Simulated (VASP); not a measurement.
# NaCl (Fm-3m) in VASP: a series of runs

NaCl is run at these levels: LDA; tasks: relaxation of cell and atoms.

Program: VASP 6.6.1. These are calculated values, not measurements. Logs are shortened: lines on timing, memory, paths and dates and some standing lists are left out, and cuts for length are marked.

## (1) The cell of the first run

The structure is cubic, space group Fm-3m (No. 225). Conventional cell: a = 5.464 Å, b = 5.464 Å, c = 5.464 Å, α = 90.00°, β = 90.00°, γ = 90.00°. Na (site symmetry m-3m) has 6 Cl at 2.73 Å within 3.6 Å. Within 3.6 Å of Cl (site symmetry m-3m) lie 6 Na at 2.73 Å.

## (2) Relaxation of cell and atoms, LDA, target pressure -2 GPa, at which the enthalpy is minimised

Input file INCAR:

```
  PREC = Accurate
  ENCUT = 600
  EDIFF = 1E-6
  ISMEAR = 0
  SIGMA = 0.01
  LREAL = F
  LASPH = T
  NELM = 60
  ALGO = Normal
  ISIF = 3
  LWAVE = F
  LCHARG = F
  GGA = CA
  IBRION = 2
  NSW = 100
  EDIFFG = -0.002
  PSTRESS = -20.0
```

Input file KPOINTS:

```
Automatic mesh
0
Gamma
  8 8 8
```

Input file POSCAR:

```
NaCl
1.0
    2.7321942157      2.7321942157      0.0000000000
   -2.7321942157      2.7321942157      0.0000000000
    0.0000000000      2.7321942157      2.7321942157
Na Cl
1 1
Direct
    0.0000000000      0.0000000000      0.0000000000
    0.5000000000      0.5000000000      0.0000000000
```

Potentials or basis: VASP PAW LDA potentials, release 64 (Na_pv, Cl).

Run with:

```console
> cat potpaw_LDA.64/Na_pv/POTCAR potpaw_LDA.64/Cl/POTCAR > POTCAR
> mpirun -np 1 vasp_std > vasp.out
```

OUTCAR:

```text
PREC = Accurate
   ENCUT = 600
   EDIFF = 1E-6
   ISMEAR = 0
   LREAL = F
   LASPH = T
   NELM = 60
   ISIF = 3
   GGA = CA
   IBRION = 2
   NSW = 100
   EDIFFG = -0.002
   PSTRESS = -20.0

 ion  position               nearest neighbor table
   1  0.000  0.000  0.000-
   2  0.500  0.500  0.000-

  LATTYP: Found a face centered cubic cell.
 ALAT       =     5.4643884314

  Lattice vectors:

 A1 = (   0.0000000000,   2.7321942157,   2.7321942157)
 A2 = (   2.7321942157,   0.0000000000,   2.7321942157)
 A3 = (   2.7321942157,   2.7321942157,   0.0000000000)

Analysis of symmetry for initial positions (statically):
=====================================================================
 Subroutine PRICEL returns:
 Original cell was already a primitive cell.

 Routine SETGRP: Setting up the symmetry group for a
 face centered cubic supercell.

 Subroutine GETGRP returns: Found 48 space group operations
 (whereof 48 operations were pure point group operations)
 out of a pool of 48 trial point group operations.

The static configuration has the point symmetry O_h .

Analysis of symmetry for dynamics (positions and initial velocities):
=====================================================================
 Subroutine PRICEL returns:
 Original cell was already a primitive cell.

 Routine SETGRP: Setting up the symmetry group for a
 face centered cubic supercell.

 Subroutine GETGRP returns: Found 48 space group operations
 (whereof 48 operations were pure point group operations)
 out of a pool of 48 trial point group operations.

The dynamic configuration has the point symmetry O_h .

 Subroutine INISYM returns: Found 48 space group operations
 (whereof 48 operations are pure point group operations),
 and found     1 'primitive' translations

----------------------------------------------------------------------------------------

                                     Primitive cell

  volume of cell :      40.7910

  direct lattice vectors                    reciprocal lattice vectors
     2.732194216  2.732194216  0.000000000     0.183003096  0.183003096 -0.183003096
    -2.732194216  2.732194216  0.000000000    -0.183003096  0.183003096 -0.183003096
     0.000000000  2.732194216  2.732194216     0.000000000  0.000000000  0.366006192

  length of vectors
     3.863906115  3.863906115  3.863906115     0.316970660  0.316970660  0.366006192

  position of ions in fractional coordinates (direct lattice)
     0.000000000  0.000000000  0.000000000
     0.500000000  0.500000000  0.000000000

  ion indices of the primitive-cell ions
   primitive index   ion index
                 1           1
                 2           2

----------------------------------------------------------------------------------------

 KPOINTS: Automatic mesh

Automatic generation of k-mesh.
 Grid dimensions read from file:
 generate k-points for:    8    8    8

 Generating k-lattice:

  Cartesian coordinates                     Fractional coordinates (reciprocal lattice)
     0.022875387  0.022875387 -0.022875387     0.125000000  0.000000000  0.000000000
    -0.022875387  0.022875387 -0.022875387     0.000000000  0.125000000  0.000000000
     0.000000000  0.000000000  0.045750774     0.000000000  0.000000000  0.125000000

  Length of vectors
     0.039621332  0.039621332  0.045750774

  Shift w.r.t. Gamma in fractional coordinates (k-lattice)
     0.000000000  0.000000000  0.000000000

 Subroutine IBZKPT returns following result:
 ===========================================

 Found     29 irreducible k-points:

 Following reciprocal coordinates:
            Coordinates               Weight
  0.000000  0.000000  0.000000      1.000000
  0.125000  0.000000  0.000000      8.000000
  0.250000  0.000000  0.000000      8.000000
  0.375000  0.000000  0.000000      8.000000
  0.500000  0.000000  0.000000      4.000000
  0.125000  0.125000  0.000000     12.000000
[... 16 lines left out ...]
  0.375000  0.250000  0.125000     48.000000
  0.500000  0.250000  0.125000     24.000000
 [... further k-points ...]
   k-points           NKPTS =     29   k-points in BZ     NKDIM =     29   number of bands    NBANDS=     11
   number of dos      NEDOS =    301   number of ions     NIONS =      2
   total plane-waves  NPLWV =  32768
   dimension x,y,z NGX =    32 NGY =   32 NGZ =   32
   dimension x,y,z NGXF=    64 NGYF=   64 NGZF=   64
   ions per type =               1   1
   NGX,Y,Z   is equivalent  to a cutoff of  13.77, 13.77, 13.77 a.u.
   NGXF,Y,Z  is equivalent  to a cutoff of  27.54, 27.54, 27.54 a.u.
 SYSTEM =  unknown system
   PREC   = accura    normal or accurate (medium, high low for compatibility)
   ISTART =      0    job   : 0-new  1-cont  2-samecut
   ICHARG =      2    charge: 1-file 2-atom 10-const
   ISPIN  =      1    spin polarized calculation?
   LNONCOLLINEAR =      F non collinear calculations
   LSORBIT =      F    spin-orbit coupling
   LASPH  =      T    aspherical Exc in radial PAW
   ENCUT  =  600.0 eV  44.10 Ry    6.64 a.u.   7.72  7.72  7.72*2*pi/ulx,y,z
   NELM   =     60;   NELMIN=  2; NELMDL= -5     # of ELM steps
   EDIFF  = 0.1E-05   stopping-criterion for ELM
   LREAL  =      F    real-space projection
   EDIFFG = -.2E-02   stopping-criterion for IOM
   NSW    =    100    number of steps for IOM
   IBRION =      2    ionic relax: 0-MD 1-quasi-New 2-CG
   NFREE  =      1    steps in history (QN), initial steepest desc. (CG)
   ISIF   =      3    stress and relaxation
   ISYM   =      2    0-nonsym 1-usesym 2-fastsym
   POTIM  = 0.5000    time-step for ionic-motion
   TEBEG  =    0.0;   TEEND  =   0.0 temperature during run
   PSTRESS=  -20.0 pullay stress
   NELECT =      14.0000    total number of electrons
   NUPDOWN=      -1.0000    fix difference up-down
   EMIN   =  10.00;   EMAX   =-10.00  energy-range for DOS
   EFERMI =   0.00;   METHOD = LEGACY
   ISMEAR =     0;   SIGMA  =   0.01  broadening in eV -4-tet -1-fermi 0-gaus
   EFERMI_NEDOS =   21; number of points for ismear=-14 and -15
   IALGO  =     38    algorithm
   IMIX   =      4    mixing-type and parameters
     AMIX     =   0.40;   BMIX     =  1.00
     AMIX_MAG =   1.60;   BMIX_MAG =  1.00
  volume/ion in A,a.u.               =      20.40       137.64
  Fermi-wavevector in a.u.,A,eV,Ry     =   1.146206  2.166015 17.875168  1.313788
  Thomas-Fermi vector in A             =   2.282891
   LORBIT       =      0    0 simple, 1 ext, 2 COOP (PROOUT), +10 PAW based schemes
   GGA     = CA    functional components
   LHFCALC =     F    Hartree Fock is set to
   AEXX    =    0.0000 exact exchange contribution
   IVDW    =     0    specifies the selected vdW correction
   LEPSILON=     F    determine dielectric tensor
   LRPA    =     F    only Hartree local field effects (RPA)
 conjugate gradient relaxation of ions
 non-spin polarized calculation
 Gauss-broadening in eV      SIGMA  =   0.01
  energy-cutoff  :      600.00
  volume of cell :       40.79
 maximum number of plane-waves:      1380
   NGX = 15   NGY = 15   NGZ = 15

--------------------------------------- Ionic step        1  -------------------------------------------

 number of electron      14.0000003 magnetization

 Free energy of the ion-electron system (eV)
  ---------------------------------------------------
  ext. energy  EPLUGINS =         0.00000000
  ---------------------------------------------------
  free energy    TOTEN  =        -7.38939262 eV

  energy without entropy =       -7.38939262  energy(sigma->0) =       -7.38939262

------------------------ aborting loop because EDIFF is reached ----------------------------------------

  FORCE on cell =-STRESS in cart. coord.  units (eV):
  Direction    XX          YY          ZZ          XY          YZ          ZX
  --------------------------------------------------------------------------------------
  -------------------------------------------------------------------------------------
  Total        0.0133795      0.0133795      0.0133795     -0.0000000     -0.0000000      0.0000000
  in kB        0.5255150      0.5255150      0.5255150     -0.0000000     -0.0000000      0.0000000
  external PRESSURE =      20.5255150 kB  Pullay stress =     -20.0000000 kB
[... 175 lines left out ...]
  enthalpy is  TOTEN    =        -7.9171567629 eV   P V=       -0.5493864699

--------------------------------------- Ionic step        6  -------------------------------------------

 number of electron      13.9999998 magnetization

 Free energy of the ion-electron system (eV)
  ---------------------------------------------------
  ext. energy  EPLUGINS =         0.00000000
  ---------------------------------------------------
  free energy    TOTEN  =        -7.36804272 eV

  energy without entropy =       -7.36804272  energy(sigma->0) =       -7.36804272

 E-fermi :  -0.7087     XC(G=0):  -8.8050

 val. band max:       -0.8357422684   @ k =   0.0000   0.0000   0.0000
 cond. band min:       3.9364324298   @ k =   0.0000   0.0000   0.0000
 fundamental gap:      4.7721746982
 Fermi energy:        -0.7087472633

 k-point     1 :       0.0000    0.0000    0.0000
  band No.  band energies     occupation
      1     -21.5775      2.00000
      2     -21.5775      2.00000
      3     -21.5775      2.00000
      4     -13.4647      2.00000
      5      -0.8357      2.00000
      6      -0.8357      2.00000
      7      -0.8357      2.00000
      8       3.9364      0.00000
      9      10.0297      0.00000
     10      10.0297      0.00000
     11      10.0297      0.00000
[... 309 lines left out ...]
 k-point    24 :       0.5000    0.2500    0.1250
  band No.  band energies     occupation
      1     -21.6049      2.00000
      2     -21.5870      2.00000
      3     -21.5826      2.00000
      4     -13.0529      2.00000
      5      -2.6250      2.00000
      6      -1.6658      2.00000
      7      -1.2820      2.00000
      8       7.1840      0.00000
      9       8.4556      0.00000
     10       9.1694      0.00000
     11      10.6587      0.00000

 [... further k-points ...]

------------------------ aborting loop because EDIFF is reached ----------------------------------------

  FORCE on cell =-STRESS in cart. coord.  units (eV):
  Direction    XX          YY          ZZ          XY          YZ          ZX
  --------------------------------------------------------------------------------------
  -------------------------------------------------------------------------------------
  Total       -0.5499742     -0.5499742     -0.5499742     -0.0000000      0.0000000     -0.0000000
  in kB      -20.0312307    -20.0312307    -20.0312307     -0.0000000      0.0000000     -0.0000000
  external PRESSURE =      -0.0312307 kB  Pullay stress =     -20.0000000 kB
[... 17 lines left out ...]
  FREE ENERGIE OF THE ION-ELECTRON SYSTEM (eV)
  ---------------------------------------------------
  free  energy   TOTEN  =        -7.3680427155 eV

  energy  without entropy=       -7.3680427155  energy(sigma->0) =       -7.36804272

  enthalpy is  TOTEN    =        -7.9171594144 eV   P V=       -0.5491166990

 reached required accuracy - stopping structural energy minimisation
```

Run time: 29 s. Hardware: 1 thread of Intel Xeon 6975P-C (Granite Rapids), shared host; peak memory 0.16 GiB.

Results:

```
Free energy                                            : -7.3680 eV
Relaxed volume                                         : 21.99 Å³/atom
Relaxed cell                                           : a = 3.962 Å, b = 3.962 Å, c = 3.962 Å, α = 60.00°, β = 60.00°, γ = 90.00°
Space group after relaxing (to 0.05 Å)                 : Fm-3m (No. 225)
Energy change on relaxing (the enthalpy is what falls) : +10.7 meV/atom
Ionic steps                                            : 6
Pressure after relaxing                                : -2.0 GPa
Band gap on the k mesh                                 : 4.77 eV, direct
```

Step by step:
```
step  energy change (eV)  largest force (eV/Å)  pressure (GPa)  volume (Å³)
   1              0.0000                0.0000            0.05        40.79
   2              0.0053                0.0000           -1.01        42.35
   3              0.0208                0.0000           -1.92        43.94
   4              0.0226                0.0000           -2.08        44.08
   5              0.0216                0.0000           -2.02        44.01
   6              0.0213                0.0000           -2.00        43.99
```

Final structure:
```yaml
crystal:
  lattice:
    - [2.80181, 2.80181, 0.00000]
    - [-2.80181, 2.80181, 0.00000]
    - [0.00000, 2.80181, 2.80181]
  atoms:
    - { symbol: Na, position: [0.00000, 0.00000, 0.00000] }
    - { symbol: Cl, position: [0.50000, 0.50000, 0.00000] }
```

Caveat: the cell is relaxed towards a set pressure, so the enthalpy falls and the energy may rise.

## (3) Relaxation of cell and atoms, LDA, target pressure 2 GPa, at which the enthalpy is minimised

Input file INCAR:

```
ALGO = Normal
EDIFF = 1E-6
EDIFFG = -0.002
ENCUT = 600
IBRION = 2
ISIF = 3
ISMEAR = 0
LASPH = True
LCHARG = False
LREAL = False
LWAVE = False
NELM = 60
NSW = 100
PREC = Accurate
PSTRESS = 20.0
SIGMA = 0.01
```

Input file KPOINTS:

```
k-points
0
Gamma
  8 8 8
```

POSCAR is that of step 2.

Potentials or basis: VASP PAW LDA potentials, release 64 (Na_pv, Cl).

Run with:

```console
> cat potpaw_LDA.64/Na_pv/POTCAR potpaw_LDA.64/Cl/POTCAR > POTCAR
> mpirun -np 1 vasp_std > vasp.out
```

OUTCAR:

```text
EDIFF = 1E-6
   EDIFFG = -0.002
   ENCUT = 600
   IBRION = 2
   ISIF = 3
   ISMEAR = 0
   LASPH = True
   LREAL = False
   NELM = 60
   NSW = 100
   PREC = Accurate
   PSTRESS = 20.0

 ion  position               nearest neighbor table
   1  0.000  0.000  0.000-
   2  0.500  0.500  0.000-

  LATTYP: Found a face centered cubic cell.
 ALAT       =     5.4643884314

  Lattice vectors:

 A1 = (   0.0000000000,   2.7321942157,   2.7321942157)
 A2 = (   2.7321942157,   0.0000000000,   2.7321942157)
 A3 = (   2.7321942157,   2.7321942157,   0.0000000000)

Analysis of symmetry for initial positions (statically):
=====================================================================
 Subroutine PRICEL returns:
 Original cell was already a primitive cell.

 Routine SETGRP: Setting up the symmetry group for a
[... 177 lines left out ...]

 k-point     1 :       0.0000    0.0000    0.0000
  band No.  band energies     occupation
      1     -20.9860      2.00000
      2     -20.9860      2.00000
      3     -20.9860      2.00000
      4     -13.1814      2.00000
      5      -0.3580      2.00000
      6      -0.3580      2.00000
      7      -0.3580      2.00000
      8       4.7228      0.00000
      9      10.5714      0.00000
     10      10.5714      0.00000
     11      10.5714      0.00000
[... 435 lines left out ...]
--------------------------------------- Ionic step        4  -------------------------------------------

 number of electron      14.0000002 magnetization

 Free energy of the ion-electron system (eV)
  ---------------------------------------------------
  ext. energy  EPLUGINS =         0.00000000
  ---------------------------------------------------
  free energy    TOTEN  =        -7.37608505 eV

  energy without entropy =       -7.37608505  energy(sigma->0) =       -7.37608505

 E-fermi :   0.1069     XC(G=0):  -9.3841

 val. band max:        0.0210600975   @ k =   0.0000   0.0000   0.0000
 cond. band min:       5.3496408411   @ k =   0.0000   0.0000   0.0000
 fundamental gap:      5.3285807436
 Fermi energy:         0.1069109302

 k-point     1 :       0.0000    0.0000    0.0000
  band No.  band energies     occupation
      1     -20.5407      2.00000
      2     -20.5407      2.00000
      3     -20.5407      2.00000
      4     -12.9619      2.00000
      5       0.0211      2.00000
      6       0.0211      2.00000
      7       0.0211      2.00000
      8       5.3496      0.00000
      9      10.9834      0.00000
     10      10.9834      0.00000
     11      10.9834      0.00000
[... 355 lines left out ...]
  energy  without entropy=       -7.3760850513  energy(sigma->0) =       -7.37608505

  enthalpy is  TOTEN    =        -6.8939845837 eV   P V=        0.4821004676

 reached required accuracy - stopping structural energy minimisation
```

CONTCAR:

```text
NaCl
   1.00000000000000
     2.6828478767439803    2.6828478767439803   -0.0000000000000000
    -2.6828478767439803    2.6828478767439803   -0.0000000000000000
     0.0000000000000000    2.6828478767439803    2.6828478767439803
  Na              Cl
     1     1
Direct
     0.0000000000000000    0.0000000000000000    0.0000000000000000
     0.5000000000000000    0.5000000000000000    0.0000000000000000

  0.00000000E+00  0.00000000E+00  0.00000000E+00
  0.00000000E+00  0.00000000E+00  0.00000000E+00
```

Wall time 24 s (1 thread of Intel Xeon 6975P-C (Granite Rapids), shared host); peak memory 0.15 GiB.

What came out:

```
Free energy                                            : -7.3761 eV
Relaxed volume                                         : 19.31 Å³/atom
Relaxed cell                                           : a = 3.794 Å, b = 3.794 Å, c = 3.794 Å, α = 60.00°, β = 60.00°, γ = 90.00°
Space group after relaxing (to 0.05 Å)                 : Fm-3m (No. 225)
Energy change on relaxing (the enthalpy is what falls) : +6.7 meV/atom
Ionic steps                                            : 4
Pressure after relaxing                                : 2.0 GPa
Band gap on the k mesh                                 : 5.33 eV, direct
```

The path:
| step | energy change (eV) | largest force (eV/Å) | pressure (GPa) | volume (Å³) |
| --- | --- | --- | --- | --- |
| 1 | 0.0000 | 0.0000 | 0.05 | 40.79 |
| 2 | 0.0058 | 0.0000 | 1.23 | 39.34 |
| 3 | 0.0152 | 0.0000 | 2.16 | 38.47 |
| 4 | 0.0133 | 0.0000 | 2.01 | 38.62 |

Final structure:
```
Na Cl
1.0
     2.68285    2.68285    0.00000
    -2.68285    2.68285    0.00000
     0.00000    2.68285    2.68285
Na Cl
1 1
Direct
  0.00000 0.00000 0.00000
  0.50000 0.50000 0.00000
```

Caveat: the cell is relaxed towards a set pressure, so the enthalpy falls and the energy may rise. Zero-point motion and thermal expansion aren't in these numbers.
